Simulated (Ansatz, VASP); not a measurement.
Sb in VASP and in Ansatz

```
Sb
1.0
     4.06850    0.00000    0.00000
    -2.03425    3.52342    0.00000
     0.00000    0.00000   27.10000
Sb
2
Cartesian
  0.0000 2.3489 7.0000
  2.0342 1.1745 8.6500
```

Alike in both runs: functional PBE; dispersion D3(BJ); k mesh 12 × 12 × 1; occupations gaussian, width 0.03 eV; no spin polarisation.

Ansatz relaxed the structure, and its values are those at the end. VASP's run is a single point on that final structure, the one shown.

|  | VASP | Ansatz |
| --- | --- | --- |
| version | VASP 6.6.1 | Ansatz 0.2.0 |
| potentials or method | VASP PAW PBE potentials, release 64 (Sb_d_GW), cutoff 400 eV | scalar-relativistic, plane waves, PAW |
| valence electrons in the cell | 30 | 30 |

VASP gave:

* gap on the k mesh at the Fermi level (eV): 1.18
* least direct gap on the mesh (eV): 1.66

Problem. What did Ansatz give for the same quantities?

Solution. gap on the k mesh at the Fermi level (eV): 1.18; least direct gap on the mesh (eV): 1.67.

Ansatz's warnings: slab cell height set, structure snapped to symmetry.

Spin-orbit coupling is off throughout.
